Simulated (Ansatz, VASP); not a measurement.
# Rb4O: VASP beside Ansatz

```xyz
5
Lattice="5.6583 0.0000 0.0000 0.0000 5.6583 0.0000 0.0000 0.0000 5.6583" Properties=species:S:1:pos:R:3 pbc="T T T"
Rb    0.0000    2.8292    2.8292
Rb    2.8292    0.0000    2.8292
Rb    2.8292    2.8292    0.0000
Rb    0.0000    0.0000    0.0000
O     2.8292    2.8292    2.8292
```

Alike in both runs: task single point; functional PBE; k mesh 4 × 4 × 4; occupations gaussian, width 0.1 eV; no spin polarisation.

|  | VASP | Ansatz |
| --- | --- | --- |
| version | VASP 6.6.1 | Ansatz 0.2.0 |
| potentials or method | VASP PAW PBE potentials, release 64 (Rb_sv, O), cutoff 520 eV | scalar-relativistic, plane waves, PAW |
| valence electrons in the cell | 42 | 42 |

```csv
,VASP,Ansatz,Ansatz less VASP
gap on the k mesh at the Fermi level (eV),none,none,-
pressure (GPa),3.6,3.6,-0.05
```

A gap of «none» marks a metal or a gap that the smearing closes. The functional is the same, so the differences come from potentials, cutoffs and numerics.
